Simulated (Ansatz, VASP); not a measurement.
**ZnCu: VASP beside Ansatz**

```
Zn Cu
1.0
     2.90721    0.00000    0.00000
     0.00000    2.90721    0.00000
     0.00000    0.00000    2.90721
Zn Cu
1 1
Direct
  0.50000 0.50000 0.50000
  0.00000 0.00000 0.00000
```

Alike in both runs: functional PBEsol; k mesh 11 × 11 × 11; occupations fermi-dirac, width 0.1 eV; no spin polarisation.

Ansatz relaxed the structure, and its values are those at the end. VASP's run is a single point on that final structure, the one shown.

```csv
,VASP,Ansatz
version,VASP 6.6.1,Ansatz 0.2.0
potentials or method,"VASP PAW PBE potentials, release 64 (Zn, Cu), cutoff 520 eV",PAW plane waves
valence electrons in the cell,23,31
```

|  | VASP | Ansatz | Ansatz less VASP |
| --- | --- | --- | --- |
| gap on the k mesh at the Fermi level (eV) | none | none | - |
| pressure (GPa) | 0.8 | 0.0 | -0.76 |

VASP's potentials were made for PBE, not for PBEsol, and Ansatz warns of the same on its side. A gap of «none» marks a metal or a gap that the smearing closes. VASP's potentials hold 23 valence electrons a cell and Ansatz's 31, so a difference there can come from the potentials and not from the codes.
